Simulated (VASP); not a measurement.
# NaH (Fm-3m) in VASP: single point with r2SCAN

Aim: the single point of NaH with r2SCAN.

All numbers are computed with VASP 6.6.1; they aren't measurements. Logs are shortened: lines on timing, memory, paths and dates and some standing lists are left out, and cuts for length are marked.

## 1. The cell of the first run

The structure is cubic, space group Fm-3m (No. 225). The conventional cell has a = 4.879 Å, b = 4.879 Å, c = 4.879 Å, α = 90.00°, β = 90.00°, γ = 90.00°. Within 3.2 Å of Na (site symmetry m-3m) lie 6 H at 2.44 Å. Within 3.2 Å of H (site symmetry m-3m) lie 6 Na at 2.44 Å.

## 2. Single point, r2SCAN

Input file POSCAR:

```
NaH
1.0
    0.0000000000      2.4394450000      2.4394450000
    2.4394450000      0.0000000000      2.4394450000
    2.4394450000      2.4394450000      0.0000000000
Na H
1 1
Direct
    0.0000000000      0.0000000000      0.0000000000
    0.5000000000      0.5000000000      0.5000000000
```

Input file INCAR.step1:

```
SYSTEM = NaH
  ALGO = Normal
  EDIFF = 1E-4
  ENCUT = 520
  GGA = PE
  ISMEAR = 1
  LASPH = .True.
  LCHARG = .False.
  LREAL = .False.
  LWAVE = .True.
  NBANDS = 11
  NELM = 100
  PREC = Accurate
  SIGMA = 0.0181
```

Input file INCAR.step2:

```
SYSTEM = NaH
  ALGO = Normal
  EDIFF = 1E-7
  ENCUT = 520
  ISIF = 2
  ISMEAR = 1
  ISTART = 1
  LASPH = .True.
  LCHARG = .False.
  LMIXTAU = .True.
  LREAL = .False.
  LWAVE = .False.
  METAGGA = R2SCAN
  NBANDS = 11
  NELM = 100
  PREC = Accurate
  SIGMA = 0.0181
```

Input file KPOINTS:

```
k-points
0
Gamma
  9 9 9
  0 0 0
```

Potentials or basis: VASP PAW PBE potentials, release 64 (Na_pv, H).

Launch:

```console
$ cat potpaw_PBE.64/Na_pv/POTCAR potpaw_PBE.64/H/POTCAR > POTCAR
$ cp INCAR.step1 INCAR
$ mpirun -np 1 vasp_std > vasp.out
$ cp INCAR.step2 INCAR
$ mpirun -np 1 vasp_std > vasp.out
```

OUTCAR:

```text
SYSTEM = NaH
   EDIFF = 1E-7
   ENCUT = 520
   ISIF = 2
   ISMEAR = 1
   ISTART = 1
   LASPH = .True.
   LREAL = .False.
   METAGGA = R2SCAN
   NELM = 100
   PREC = Accurate

 ion  position               nearest neighbor table
   1  0.000  0.000  0.000-
   2  0.500  0.500  0.500-

  LATTYP: Found a face centered cubic cell.
 ALAT       =     4.8788900000

  Lattice vectors:

 A1 = (   0.0000000000,   2.4394450000,   2.4394450000)
 A2 = (   2.4394450000,   0.0000000000,   2.4394450000)
 A3 = (   2.4394450000,   2.4394450000,   0.0000000000)

Analysis of symmetry for initial positions (statically):
=====================================================================
 Subroutine PRICEL returns:
 Original cell was already a primitive cell.

 Routine SETGRP: Setting up the symmetry group for a
 face centered cubic supercell.

 Subroutine GETGRP returns: Found 48 space group operations
 (whereof 48 operations were pure point group operations)
 out of a pool of 48 trial point group operations.

The static configuration has the point symmetry O_h .

Analysis of symmetry for dynamics (positions and initial velocities):
=====================================================================
 Subroutine PRICEL returns:
 Original cell was already a primitive cell.

 Routine SETGRP: Setting up the symmetry group for a
 face centered cubic supercell.

 Subroutine GETGRP returns: Found 48 space group operations
 (whereof 48 operations were pure point group operations)
 out of a pool of 48 trial point group operations.

The dynamic configuration has the point symmetry O_h .

 Subroutine INISYM returns: Found 48 space group operations
 (whereof 48 operations are pure point group operations),
 and found     1 'primitive' translations

----------------------------------------------------------------------------------------

                                     Primitive cell

  volume of cell :      29.0337

  direct lattice vectors                    reciprocal lattice vectors
     0.000000000  2.439445000  2.439445000    -0.204964654  0.204964654  0.204964654
     2.439445000  0.000000000  2.439445000     0.204964654 -0.204964654  0.204964654
     2.439445000  2.439445000  0.000000000     0.204964654  0.204964654 -0.204964654

  length of vectors
     3.449896204  3.449896204  3.449896204     0.355009194  0.355009194  0.355009194

  position of ions in fractional coordinates (direct lattice)
     0.000000000  0.000000000  0.000000000
     0.500000000  0.500000000  0.500000000

  ion indices of the primitive-cell ions
   primitive index   ion index
                 1           1
                 2           2

----------------------------------------------------------------------------------------

 KPOINTS: k-points

Automatic generation of k-mesh.
 Grid dimensions read from file:
 generate k-points for:    9    9    9

 Generating k-lattice:

  Cartesian coordinates                     Fractional coordinates (reciprocal lattice)
    -0.022773850  0.022773850  0.022773850     0.111111111  0.000000000  0.000000000
     0.022773850 -0.022773850  0.022773850     0.000000000  0.111111111  0.000000000
     0.022773850  0.022773850 -0.022773850     0.000000000  0.000000000  0.111111111

  Length of vectors
     0.039445466  0.039445466  0.039445466

  Shift w.r.t. Gamma in fractional coordinates (k-lattice)
     0.000000000  0.000000000  0.000000000

 Subroutine IBZKPT returns following result:
 ===========================================

 Found     35 irreducible k-points:

 Following reciprocal coordinates:
            Coordinates               Weight
  0.000000  0.000000  0.000000      1.000000
  0.111111  0.000000  0.000000      8.000000
  0.222222  0.000000  0.000000      8.000000
  0.333333  0.000000  0.000000      8.000000
  0.444444  0.000000  0.000000      8.000000
  0.111111  0.111111  0.000000      6.000000
[... 16 lines left out ...]
 -0.333333  0.333333  0.000000     12.000000
  0.444444  0.444444  0.000000      6.000000
 [... further k-points ...]
   k-points           NKPTS =     35   k-points in BZ     NKDIM =     35   number of bands    NBANDS=     11
   number of dos      NEDOS =    301   number of ions     NIONS =      2
   total plane-waves  NPLWV =  21952
   dimension x,y,z NGX =    28 NGY =   28 NGZ =   28
   dimension x,y,z NGXF=    56 NGYF=   56 NGZF=   56
   ions per type =               1   1
   NGX,Y,Z   is equivalent  to a cutoff of  13.49, 13.49, 13.49 a.u.
   NGXF,Y,Z  is equivalent  to a cutoff of  26.99, 26.99, 26.99 a.u.
 SYSTEM =  NaH
   PREC   = accura    normal or accurate (medium, high low for compatibility)
   ISTART =      1    job   : 0-new  1-cont  2-samecut
   ICHARG =      0    charge: 1-file 2-atom 10-const
   ISPIN  =      1    spin polarized calculation?
   LNONCOLLINEAR =      F non collinear calculations
   LSORBIT =      F    spin-orbit coupling
   LASPH  =      T    aspherical Exc in radial PAW
   ENCUT  =  520.0 eV  38.22 Ry    6.18 a.u.   6.41  6.41  6.41*2*pi/ulx,y,z
   NELM   =    100;   NELMIN=  2; NELMDL=  0     # of ELM steps
   EDIFF  = 0.1E-06   stopping-criterion for ELM
   LREAL  =      F    real-space projection
   EDIFFG = 0.1E-05   stopping-criterion for IOM
   NSW    =      0    number of steps for IOM
   IBRION =     -1    ionic relax: 0-MD 1-quasi-New 2-CG
   NFREE  =      0    steps in history (QN), initial steepest desc. (CG)
   ISIF   =      2    stress and relaxation
   ISYM   =      2    0-nonsym 1-usesym 2-fastsym
   POTIM  = 0.5000    time-step for ionic-motion
   TEBEG  =    0.0;   TEEND  =   0.0 temperature during run
   PSTRESS=    0.0 pullay stress
   NELECT =       8.0000    total number of electrons
   NUPDOWN=      -1.0000    fix difference up-down
   EMIN   =  10.00;   EMAX   =-10.00  energy-range for DOS
   EFERMI =   0.00;   METHOD = LEGACY
   ISMEAR =     1;   SIGMA  =   0.02  broadening in eV -4-tet -1-fermi 0-gaus
   EFERMI_NEDOS =   21; number of points for ismear=-14 and -15
   IALGO  =     38    algorithm
   IMIX   =      4    mixing-type and parameters
     AMIX     =   0.40;   BMIX     =  1.00
     AMIX_MAG =   1.60;   BMIX_MAG =  1.00
  volume/ion in A,a.u.               =      14.52        97.96
  Fermi-wavevector in a.u.,A,eV,Ry     =   1.065296  2.013118 15.440659  1.134856
  Thomas-Fermi vector in A             =   2.200843
   LORBIT       =      0    0 simple, 1 ext, 2 COOP (PROOUT), +10 PAW based schemes
   METAGGA = R2SCAN    functional components
   LHFCALC =     F    Hartree Fock is set to
   AEXX    =    0.0000 exact exchange contribution
   IVDW    =     0    specifies the selected vdW correction
   LEPSILON=     F    determine dielectric tensor
   LRPA    =     F    only Hartree local field effects (RPA)
 non-spin polarized calculation
 Methfessel and Paxton  Order N= 1 SIGMA  =   0.02
  energy-cutoff  :      520.00
  volume of cell :       29.03
 maximum number of plane-waves:       797
 NGX is ok and might be reduce to    28
   NGX = 13   NGY = 13   NGZ = 13

 number of electron       8.0000008 magnetization

 Free energy of the ion-electron system (eV)
  ---------------------------------------------------
  ext. energy  EPLUGINS =         0.00000000
  ---------------------------------------------------
  free energy    TOTEN  =        -7.59533624 eV

  energy without entropy =       -7.59533624  energy(sigma->0) =       -7.59533624

 E-fermi :  -1.5164     XC(G=0):  -8.0341

 val. band max:       -1.5984342994   @ k =  -0.3333   0.4444   0.1111
 cond. band min:       3.0146715841   @ k =   0.4444   0.0000   0.0000
 fundamental gap:      4.6131058836
 Fermi energy:        -1.5164489221

 k-point     1 :       0.0000    0.0000    0.0000
  band No.  band energies     occupation
      1     -24.4930      2.00000
      2     -24.4927      2.00000
      3     -24.4927      2.00000
      4      -5.0115      2.00000
      5       9.6394      0.00000
      6      14.5956      0.00000
      7      14.5956      0.00000
      8      14.5956      0.00000
      9      15.4512      0.00000
     10      15.4512      0.00000
     11      15.4513      0.00000

 k-point     2 :       0.1111    0.0000    0.0000
  band No.  band energies     occupation
      1     -24.5022      2.00000
      2     -24.4941      2.00000
      3     -24.4938      2.00000
      4      -4.8027      2.00000
      5       8.8658      0.00000
      6      12.3001      0.00000
      7      13.8682      0.00000
      8      13.8683      0.00000
      9      16.2765      0.00000
     10      16.2767      0.00000
     11      16.5771      0.00000

 k-point     3 :       0.2222    0.0000    0.0000
  band No.  band energies     occupation
      1     -24.5261      2.00000
      2     -24.4969      2.00000
      3     -24.4966      2.00000
      4      -4.2031      2.00000
      5       6.8099      0.00000
      6      10.8722      0.00000
      7      13.0699      0.00000
      8      13.0701      0.00000
      9      16.6467      0.00000
     10      16.6472      0.00000
     11      17.8006      0.00000

 k-point     4 :       0.3333    0.0000    0.0000
  band No.  band energies     occupation
      1     -24.5530      2.00000
      2     -24.5001      2.00000
      3     -24.4997      2.00000
      4      -3.3221      2.00000
      5       4.5683      0.00000
      6      10.2356      0.00000
      7      12.5135      0.00000
      8      12.5139      0.00000
      9      16.1383      0.00000
     10      16.1391      0.00000
     11      18.3908      0.00000

 k-point     5 :       0.4444    0.0000    0.0000
  band No.  band energies     occupation
      1     -24.5704      2.00000
      2     -24.5021      2.00000
      3     -24.5018      2.00000
      4      -2.5028      2.00000
      5       3.0147      0.00000
      6       9.9738      0.00000
      7      12.2285      0.00000
      8      12.2290      0.00000
      9      15.7742      0.00000
     10      15.7751      0.00000
     11      18.2320      0.00000
[... 211 lines left out ...]
 k-point    21 :       0.4444    0.3333    0.0000
  band No.  band energies     occupation
      1     -24.5555      2.00000
      2     -24.5195      2.00000
      3     -24.5158      2.00000
      4      -2.2241      2.00000
      5       4.3458      0.00000
      6       7.7891      0.00000
      7      10.0231      0.00000
      8      10.8421      0.00000
      9      13.0615      0.00000
     10      20.7821      0.00000
     11      22.0668      0.00000

 k-point    22 :      -0.4444    0.3333    0.0000
  band No.  band energies     occupation
      1     -24.5546      2.00000
      2     -24.5312      2.00000
      3     -24.5146      2.00000
      4      -1.7493      2.00000
      5       4.1116      0.00000
      6       5.9776      0.00000
      7      10.1739      0.00000
      8      11.0264      0.00000
      9      15.3834      0.00000
     10      20.5819      0.00000
     11      21.1903      0.00000

 k-point    23 :      -0.3333    0.3333    0.0000
  band No.  band energies     occupation
      1     -24.5453      2.00000
      2     -24.5427      2.00000
      3     -24.5102      2.00000
      4      -1.7865      2.00000
      5       4.7083      0.00000
      6       4.8360      0.00000
      7      10.6801      0.00000
      8      11.6183      0.00000
      9      17.5654      0.00000
     10      20.2596      0.00000
     11      20.8332      0.00000

 k-point    24 :       0.4444    0.4444    0.0000
  band No.  band energies     occupation
      1     -24.5616      2.00000
      2     -24.5193      2.00000
      3     -24.5190      2.00000
      4      -1.8664      2.00000
      5       3.7915      0.00000
      6       9.1345      0.00000
      7       9.7243      0.00000
      8       9.7244      0.00000
      9      11.3592      0.00000
     10      22.4504      0.00000
     11      24.2210      0.00000

 [... further k-points ...]
[... 5 lines left out ...]
  --------------------------------------------------------------------------------------
  -------------------------------------------------------------------------------------
  Total       -0.2303703     -0.2303703     -0.2303703      0.0000000      0.0000000      0.0000000
  in kB      -12.7125897    -12.7125897    -12.7125897      0.0000000      0.0000000      0.0000000
  external PRESSURE =     -12.7125897 kB  Pullay stress =       0.0000000 kB

 VOLUME and BASIS-vectors are now :
 -----------------------------------------------------------------------------
  energy-cutoff  :      520.00
  volume of cell :       29.03
      direct lattice vectors                 reciprocal lattice vectors
     0.000000000  2.439445000  2.439445000    -0.204964654  0.204964654  0.204964654
     2.439445000  0.000000000  2.439445000     0.204964654 -0.204964654  0.204964654
     2.439445000  2.439445000  0.000000000     0.204964654  0.204964654 -0.204964654

 POSITION                                       TOTAL-FORCE (eV/Angst)
 -----------------------------------------------------------------------------------
      0.00000      0.00000      0.00000        -0.000000     -0.000000     -0.000000
      2.43945      2.43945      2.43945         0.000000      0.000000      0.000000
 -----------------------------------------------------------------------------------
    total drift:                               -0.000000      0.000000      0.000000

  FREE ENERGIE OF THE ION-ELECTRON SYSTEM (eV)
  ---------------------------------------------------
  free  energy   TOTEN  =        -7.5953362358 eV

  energy  without entropy=       -7.5953362358  energy(sigma->0) =       -7.59533624
```

Wall time 86 s (1 thread of AMD EPYC 7R13 (Zen 3), shared host); peak memory 0.12 GiB.

Results:

| Quantity | Value |
| --- | --- |
| Free energy | -7.5953 eV |
| Pressure | -1.3 GPa |
| Band gap on the k mesh | 4.61 eV, indirect (least direct gap 5.29 eV) |

Caveat: the PAW data sets were made with another functional, which shifts forces and pressure a little. A k mesh can miss the band edges.
